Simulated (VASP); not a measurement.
Crystal: CaO.

```xyz
2
Lattice="0.0000 2.3974 2.3974 2.3974 0.0000 2.3974 2.3974 2.3974 0.0000" Properties=species:S:1:pos:R:3 pbc="T T T"
Ca    2.3974    2.3974    2.3974
O     0.0000    0.0000    0.0000
```

Base run:

```yaml
Program: VASP 6.6.1
Functional: r2SCAN
Potentials_or_basis: VASP PAW PBE potentials, release 64 (Ca_sv, O)
Cutoff: 520 eV
k_mesh: 8 × 8 × 8
Occupations: gaussian, width 0.05 eV
Spin: no spin polarisation
```

Its results: band gap on the k mesh 4.19 eV, indirect (least direct gap 4.56 eV); pressure 1.1 GPa.

**Question.** The run is repeated on the same cell with these changes: functional from r2SCAN to PBE; further incar settings from ALGO = Normal; EDIFF = 1e-06; NBANDS = 15 to ALGO = Normal; EDIFF = 1e-06; NBANDS = 15; ISYM = 0. What comes out?

**Answer.** Band gap on the k mesh 3.63 eV, indirect (least direct gap 4.01 eV); pressure 3.1 GPa.

Caveats: the PAW data sets were made with another functional, which shifts forces and pressure a little (some runs).

A k mesh can miss the band edges.
